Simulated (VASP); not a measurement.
A run of VASP 6.6.1 is set up as follows.

POSCAR

```
MgO
1.0
    3.4863778627      0.0000000000      0.0000000000
   -1.7431889314      3.0192917963      0.0000000000
    0.0000000000      0.0000000000      4.1780412200
Mg O
2 2
Direct
    0.6666666667      0.3333333333      0.7500000000
    0.3333333333      0.6666666667      0.2500000000
    0.7146543683      0.3684627691      0.2500000000
    0.3333333333      0.6666666667      0.7500000000
```

Contents of INCAR.step1:

```
PREC = Accurate
ENCUT = 520
ISMEAR = 1
SIGMA = 0.02
LREAL = False
LASPH = True
NELM = 80
NBANDS = 16
GGA = PE
ALGO = Normal
EDIFF = 1E-4
LWAVE = True
LCHARG = False
```

Contents of INCAR.step2:

```
PREC = Accurate
ENCUT = 520
EDIFF = 1E-6
ISMEAR = 1
SIGMA = 0.02
LREAL = False
LASPH = True
NELM = 80
ALGO = Normal
ISIF = 2
LWAVE = False
LCHARG = True
METAGGA = R2SCAN
LMIXTAU = True
LELF = True
LVHAR = True
NBANDS = 16
ISTART = 1
```

The input KPOINTS:

```
regular mesh
0
Gamma
  6 6 6
```

Potentials or basis: VASP PAW PBE potentials, release 64 (Mg, O).

Run with:

```sh
$ cat potpaw_PBE.64/Mg/POTCAR potpaw_PBE.64/O/POTCAR > POTCAR
$ cp INCAR.step1 INCAR
$ mpirun -np 1 vasp_std > vasp.out
$ cp INCAR.step2 INCAR
$ mpirun -np 1 vasp_std > vasp.out
```

Problem. Predict the band gap on the k mesh.

Solution. 4.04 eV.

Problem. What does it give for the largest force?

Solution. 2.058 eV/Å.

Forces on the atoms (eV/Å):
```
Mg   0.191  0.196  0.000
Mg   1.205  0.836  0.000
O   -1.641 -1.242  0.000
O    0.244  0.210  0.000
```

Caveat: the cell differs from its parent crystal (atom 3 (O) moved by (+0.150, +0.000) A along [1 1 0] and z); the PAW data sets were made with another functional, which shifts forces and pressure a little.
